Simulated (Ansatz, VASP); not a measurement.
**Si in VASP and in Ansatz**

```xyz
2
Lattice="0.0000 2.7153 2.6610 2.7153 0.0000 2.6610 2.7153 2.7153 0.0000" Properties=species:S:1:pos:R:3 pbc="T T T"
Si    0.0000    0.0000    0.0000
Si    1.3577    1.3577    1.3305
```

Change from the starting cell: z stretched by -2 %, ions relaxed.

Alike in both runs: functional PBE; k mesh 14 × 14 × 14; occupations fermi-dirac, width 0.02 eV; no spin polarisation.

Ansatz relaxed the structure, and its values are those at the end. VASP's run is a single point on that final structure, the one shown.

|  | VASP | Ansatz |
| --- | --- | --- |
| version | VASP 6.6.1 | Ansatz 0.2.0 |
| potentials or method | VASP PAW PBE potentials, release 64 (Si) | plane-wave PAW, scalar-relativistic |
| plane-wave cutoff (eV) | 500 | 420 |
| valence electrons in the cell | 8 | 8 |

|  | VASP | Ansatz | Ansatz less VASP |
| --- | --- | --- | --- |
| pressure (GPa) | 4.0 | 4.1 | +0.08 |

The functional is the same, so the differences come from potentials, cutoffs and numerics. Ansatz's warnings: stress scf threshold loose.
